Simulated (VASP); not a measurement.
Here is a VASP 6.6.1 calculation.

The input INCAR:

```
PREC = Accurate
ENCUT = 1010
EDIFF = 1E-6
ISMEAR = 0
SIGMA = 0.05
LREAL = False
LASPH = True
NELM = 120
ALGO = Normal
ISIF = 2
LWAVE = False
LCHARG = False
LDIPOL = True
IDIPOL = 3
DIPOL = 0.5 0.5 0.626
GGA = PE
IVDW = 12
NBANDS = 11
GGA_COMPAT = False
NELMDL = -8
```

File KPOINTS:

```
regular mesh
0
Gamma
  3 3 1
```

The input POSCAR:

```
HF
1.0
    7.2700393928      0.0000000000      0.0000000000
   -3.6350196964      6.2960388007      0.0000000000
    0.0000000000      0.0000000000     21.1657087726
F H
1 1
Direct
    0.3131401599      0.6879080007      0.6408282790
    0.2575892118      0.7444759831      0.6114712745
```

Potentials or basis: VASP PAW PBE potentials, release 64 (F_h, H_h).

Launch:

```bash
$ cat potpaw_PBE.64/F_h/POTCAR potpaw_PBE.64/H_h/POTCAR > POTCAR
$ mpirun -np 1 vasp_std > vasp.out
```

Q: Estimate the largest force.

A: 0.478 eV/Å.

Q: Estimate the gap between the frontier levels.

A: 8.22 eV.

Q: What does it give for the dispersion energy per atom?

A: -0.002 eV.

Forces on the atoms (eV/Å):
```
F   -0.283  0.165 -0.348
H    0.283 -0.165  0.348
```
